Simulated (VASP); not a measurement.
# Ba3SiS (Pm-3m) in VASP: relaxation of cell and atoms with PBE

Aim: the relaxation of cell and atoms of Ba3SiS with PBE.

Program: VASP 6.6.1. These are calculated values, not measurements. Logs are shortened: lines on timing, memory, paths and dates and some standing lists are left out, and cuts for length are marked.

## (1) The cell of the first run

The structure is cubic, space group Pm-3m (No. 221). The conventional cell has a = 5.933 Å, b = 5.933 Å, c = 5.933 Å, α = 90.00°, β = 90.00°, γ = 90.00°. Within 3.9 Å of Ba (site symmetry 4/mmm) lie 2 S at 2.97 Å. Si (site symmetry m-3m) has 12 Ba at 4.20 Å and 8 S at 5.14 Å within 5.5 Å. S (site symmetry m-3m) has 6 Ba at 2.97 Å within 3.9 Å.

The cell was built from a structure type or drawn by symmetry, and may not be a known phase.

## (2) Relaxation of cell and atoms, PBE

Input file INCAR:

```
SYSTEM = Ba3SiS
PREC = Accurate ; ENCUT = 600
EDIFF = 1E-7 ; ISMEAR = 0
SIGMA = 0.01 ; LREAL = .False.
LASPH = .True. ; NELM = 60
ALGO = Normal ; ISIF = 3
LWAVE = .False. ; LCHARG = .False.
GGA = PE ; IBRION = 2
NSW = 100 ; EDIFFG = -0.01
```

Input file KPOINTS:

```
regular mesh
0
Gamma
  6 6 6
  0 0 0
```

Input file POSCAR:

```
Ba3SiS
1.0
    5.9329732970      0.0000000000      0.0000000000
    0.0000000000      5.9329732970      0.0000000000
    0.0000000000      0.0000000000      5.9329732970
Ba Si S
3 1 1
Direct
    0.5000000000      0.5000000000      0.0000000000
    0.5000000000      0.0000000000      0.5000000000
    0.0000000000      0.5000000000      0.5000000000
    0.0000000000      0.0000000000      0.0000000000
    0.5000000000      0.5000000000      0.5000000000
```

Potentials or basis: VASP PAW PBE potentials, release 64 (Ba_sv, Si, S).

On the command line:

```sh
$ cat potpaw_PBE.64/Ba_sv/POTCAR potpaw_PBE.64/Si/POTCAR potpaw_PBE.64/S/POTCAR > POTCAR
$ mpirun -np 1 vasp_std > vasp.out
```

OUTCAR:

```text
SYSTEM = Ba3SiS
   PREC = Accurate
   ENCUT = 600
   EDIFF = 1E-7
   ISMEAR = 0
   LREAL = .False.
   LASPH = .True.
   NELM = 60
   ISIF = 3
   GGA = PE
   IBRION = 2
   NSW = 100
   EDIFFG = -0.01

 ion  position               nearest neighbor table
   1  0.500  0.500  0.000-   5 2.97   5 2.97   2 4.20   2 4.20   3 4.20   3 4.20   2 4.20   2 4.20
                             3 4.20   3 4.20
   2  0.500  0.000  0.500-   5 2.97   5 2.97   1 4.20   1 4.20   1 4.20   3 4.20   3 4.20   1 4.20
                             3 4.20   3 4.20
   3  0.000  0.500  0.500-   5 2.97   5 2.97   1 4.20   1 4.20   2 4.20   1 4.20   2 4.20   2 4.20
                             1 4.20   2 4.20
   4  0.000  0.000  0.000-
   5  0.500  0.500  0.500-   1 2.97   2 2.97   3 2.97   1 2.97   2 2.97   3 2.97

  LATTYP: Found a simple cubic cell.
 ALAT       =     5.9329732970

  Lattice vectors:

 A1 = (   5.9329732970,   0.0000000000,   0.0000000000)
 A2 = (   0.0000000000,   5.9329732970,   0.0000000000)
 A3 = (   0.0000000000,   0.0000000000,   5.9329732970)

Analysis of symmetry for initial positions (statically):
=====================================================================
 Subroutine PRICEL returns:
 Original cell was already a primitive cell.

 Routine SETGRP: Setting up the symmetry group for a
 simple cubic supercell.

 Subroutine GETGRP returns: Found 48 space group operations
 (whereof 48 operations were pure point group operations)
 out of a pool of 48 trial point group operations.

The static configuration has the point symmetry O_h .

Analysis of symmetry for dynamics (positions and initial velocities):
=====================================================================
 Subroutine PRICEL returns:
 Original cell was already a primitive cell.

 Routine SETGRP: Setting up the symmetry group for a
 simple cubic supercell.

 Subroutine GETGRP returns: Found 48 space group operations
 (whereof 48 operations were pure point group operations)
 out of a pool of 48 trial point group operations.

The dynamic configuration has the point symmetry O_h .

 Subroutine INISYM returns: Found 48 space group operations
 (whereof 48 operations are pure point group operations),
 and found     1 'primitive' translations

----------------------------------------------------------------------------------------

                                     Primitive cell

  volume of cell :     208.8417

  direct lattice vectors                    reciprocal lattice vectors
     5.932973297  0.000000000  0.000000000     0.168549553  0.000000000  0.000000000
     0.000000000  5.932973297  0.000000000     0.000000000  0.168549553  0.000000000
     0.000000000  0.000000000  5.932973297     0.000000000  0.000000000  0.168549553

  length of vectors
     5.932973297  5.932973297  5.932973297     0.168549553  0.168549553  0.168549553

  position of ions in fractional coordinates (direct lattice)
     0.500000000  0.500000000  0.000000000
     0.500000000  0.000000000  0.500000000
     0.000000000  0.500000000  0.500000000
     0.000000000  0.000000000  0.000000000
     0.500000000  0.500000000  0.500000000

  ion indices of the primitive-cell ions
   primitive index   ion index
                 1           1
                 2           2
                 3           3
                 4           4
                 5           5

----------------------------------------------------------------------------------------

 KPOINTS: regular mesh

Automatic generation of k-mesh.
 Grid dimensions read from file:
 generate k-points for:    6    6    6

 Generating k-lattice:

  Cartesian coordinates                     Fractional coordinates (reciprocal lattice)
     0.028091592  0.000000000  0.000000000     0.166666667  0.000000000  0.000000000
     0.000000000  0.028091592  0.000000000     0.000000000  0.166666667  0.000000000
     0.000000000  0.000000000  0.028091592     0.000000000  0.000000000  0.166666667

  Length of vectors
     0.028091592  0.028091592  0.028091592

  Shift w.r.t. Gamma in fractional coordinates (k-lattice)
     0.000000000  0.000000000  0.000000000

 Subroutine IBZKPT returns following result:
 ===========================================

 Found     20 irreducible k-points:

 Following reciprocal coordinates:
            Coordinates               Weight
  0.000000  0.000000  0.000000      1.000000
  0.166667  0.000000  0.000000      6.000000
  0.333333  0.000000  0.000000      6.000000
  0.500000  0.000000  0.000000      3.000000
  0.166667  0.166667  0.000000     12.000000
  0.333333  0.166667  0.000000     24.000000
[... 12 lines left out ...]
  0.500000  0.500000  0.333333      6.000000
  0.500000  0.500000  0.500000      1.000000
   k-points           NKPTS =     20   k-points in BZ     NKDIM =     20   number of bands    NBANDS=     24
   number of dos      NEDOS =    301   number of ions     NIONS =      5
   total plane-waves  NPLWV = 110592
   dimension x,y,z NGX =    48 NGY =   48 NGZ =   48
   dimension x,y,z NGXF=    96 NGYF=   96 NGZF=   96
   ions per type =               3   1   1
   NGX,Y,Z   is equivalent  to a cutoff of  13.45, 13.45, 13.45 a.u.
   NGXF,Y,Z  is equivalent  to a cutoff of  26.90, 26.90, 26.90 a.u.
 SYSTEM =  Ba3SiS
   PREC   = accura    normal or accurate (medium, high low for compatibility)
   ISTART =      0    job   : 0-new  1-cont  2-samecut
   ICHARG =      2    charge: 1-file 2-atom 10-const
   ISPIN  =      1    spin polarized calculation?
   LNONCOLLINEAR =      F non collinear calculations
   LSORBIT =      F    spin-orbit coupling
   LASPH  =      T    aspherical Exc in radial PAW
   ENCUT  =  600.0 eV  44.10 Ry    6.64 a.u.  11.85 11.85 11.85*2*pi/ulx,y,z
   NELM   =     60;   NELMIN=  2; NELMDL= -5     # of ELM steps
   EDIFF  = 0.1E-06   stopping-criterion for ELM
   LREAL  =      F    real-space projection
   EDIFFG = -.1E-01   stopping-criterion for IOM
   NSW    =    100    number of steps for IOM
   IBRION =      2    ionic relax: 0-MD 1-quasi-New 2-CG
   NFREE  =      1    steps in history (QN), initial steepest desc. (CG)
   ISIF   =      3    stress and relaxation
   ISYM   =      2    0-nonsym 1-usesym 2-fastsym
   POTIM  = 0.5000    time-step for ionic-motion
   TEBEG  =    0.0;   TEEND  =   0.0 temperature during run
   PSTRESS=    0.0 pullay stress
   NELECT =      40.0000    total number of electrons
   NUPDOWN=      -1.0000    fix difference up-down
   EMIN   =  10.00;   EMAX   =-10.00  energy-range for DOS
   EFERMI =   0.00;   METHOD = LEGACY
   ISMEAR =     0;   SIGMA  =   0.01  broadening in eV -4-tet -1-fermi 0-gaus
   EFERMI_NEDOS =   21; number of points for ismear=-14 and -15
   IALGO  =     38    algorithm
   IMIX   =      4    mixing-type and parameters
     AMIX     =   0.40;   BMIX     =  1.00
     AMIX_MAG =   1.60;   BMIX_MAG =  1.00
  volume/ion in A,a.u.               =      41.77       281.87
  Fermi-wavevector in a.u.,A,eV,Ry     =   0.943675  1.783287 12.116293  0.890522
  Thomas-Fermi vector in A             =   2.071405
   LORBIT       =      0    0 simple, 1 ext, 2 COOP (PROOUT), +10 PAW based schemes
   GGA     = PE    functional components
   LHFCALC =     F    Hartree Fock is set to
   AEXX    =    0.0000 exact exchange contribution
   IVDW    =     0    specifies the selected vdW correction
   LEPSILON=     F    determine dielectric tensor
   LRPA    =     F    only Hartree local field effects (RPA)
 conjugate gradient relaxation of ions
 non-spin polarized calculation
 Gauss-broadening in eV      SIGMA  =   0.01
  energy-cutoff  :      600.00
  volume of cell :      208.84
 maximum number of plane-waves:      6988
 NGX is ok and might be reduce to    48
   NGX = 23   NGY = 23   NGZ = 23

--------------------------------------- Ionic step        1  -------------------------------------------

 number of electron      40.0000005 magnetization

 Free energy of the ion-electron system (eV)
  ---------------------------------------------------
  ext. energy  EPLUGINS =         0.00000000
  ---------------------------------------------------
  free energy    TOTEN  =       -18.64802644 eV

  energy without entropy =      -18.64802629  energy(sigma->0) =      -18.64802636

------------------------ aborting loop because EDIFF is reached ----------------------------------------

  FORCE on cell =-STRESS in cart. coord.  units (eV):
  Direction    XX          YY          ZZ          XY          YZ          ZX
  --------------------------------------------------------------------------------------
  -------------------------------------------------------------------------------------
  Total        0.8210751      0.8210751      0.8210751      0.0000000      0.0000000     -0.0000000
  in kB        6.2990680      6.2990680      6.2990680      0.0000000      0.0000000     -0.0000000
  external PRESSURE =       6.2990680 kB  Pullay stress =       0.0000000 kB
[... 63 lines left out ...]
  energy  without entropy=      -18.6569966977  energy(sigma->0) =      -18.65699680

--------------------------------------- Ionic step        3  -------------------------------------------

 number of electron      40.0000005 magnetization

 Free energy of the ion-electron system (eV)
  ---------------------------------------------------
  ext. energy  EPLUGINS =         0.00000000
  ---------------------------------------------------
  free energy    TOTEN  =       -18.65703802 eV

  energy without entropy =      -18.65703782  energy(sigma->0) =      -18.65703792

 E-fermi :   2.3933     XC(G=0):  -7.9574

 val. band max:        2.3673604733   @ k =   0.0000   0.0000   0.0000
 cond. band min:       2.4204079501   @ k =   0.1667   0.0000   0.0000
 fundamental gap:      0.0530474767
 Fermi energy:         2.3932698410

 k-point     1 :       0.0000    0.0000    0.0000
  band No.  band energies     occupation
      1     -26.3594      2.00000
      2     -26.2666      2.00000
      3     -26.2666      2.00000
      4     -11.9342      2.00000
      5     -11.9342      2.00000
      6     -11.9342      2.00000
[... 561 lines left out ...]
  FREE ENERGIE OF THE ION-ELECTRON SYSTEM (eV)
  ---------------------------------------------------
  free  energy   TOTEN  =       -18.6570380166 eV

  energy  without entropy=      -18.6570378222  energy(sigma->0) =      -18.65703792

 reached required accuracy - stopping structural energy minimisation
```

Wall time 4.2 min (1 thread of Intel Xeon Platinum 8259CL at 2.50GHz (Skylake/Cascade Lake), shared host); peak memory 0.42 GiB.

Results:

| Quantity | Value |
| --- | --- |
| Free energy | -18.6570 eV |
| Relaxed volume | 42.70 Å³/atom |
| Relaxed cell | a = 5.977 Å, b = 5.977 Å, c = 5.977 Å, α = 90.00°, β = 90.00°, γ = 90.00° |
| Space group after relaxing (to 0.1 Å) | Pm-3m (No. 221) |
| Energy gained by relaxing | 1.8 meV/atom |
| Ionic steps | 3 |
| Pressure after relaxing | 0.0 GPa |
| Band gap on the k mesh | 0.05 eV (least direct gap 0.16 eV) |

Step by step:
```tsv
step	energy change (eV)	largest force (eV/Å)	pressure (GPa)	volume (Å³)
1	0.0000	0.0000	0.63	208.84
2	-0.0090	0.0000	-0.04	213.84
3	-0.0090	0.0000	0.00	213.52
```

Final structure:
```cif
data_structure
_symmetry_space_group_name_H-M 'P 1'
_symmetry_Int_Tables_number 1
_cell_length_a 5.9770
_cell_length_b 5.9770
_cell_length_c 5.9770
_cell_angle_alpha 90.000
_cell_angle_beta 90.000
_cell_angle_gamma 90.000
_cell_volume 213.52
loop_
_atom_site_label
_atom_site_type_symbol
_atom_site_fract_x
_atom_site_fract_y
_atom_site_fract_z
_atom_site_occupancy
Ba1 Ba 0.50000 0.50000 0.00000 1
Ba2 Ba 0.50000 0.00000 0.50000 1
Ba3 Ba 0.00000 0.50000 0.50000 1
Si1 Si 0.00000 0.00000 0.00000 1
S1 S 0.50000 0.50000 0.50000 1
```

Levels at points of the mesh, in eV from the valence-band top:
```tsv
k point	band 18	band 19	band 20	band 21	band 22	band 23
(0.00, 0.00, 0.00)	0.00	0.00	0.00	0.23	0.23	0.29
(0.50, 0.00, 0.00)	-1.47	-0.32	-0.32	0.25	1.28	1.36
(0.50, 0.50, 0.00)	-0.84	-0.84	-0.50	1.41	1.41	1.80
(0.50, 0.50, 0.50)	-0.18	-0.18	-0.18	1.07	1.07	1.07
```

Caveat: spin-orbit coupling is left out, which moves the levels of the heavy elements. A k mesh can miss the band edges.
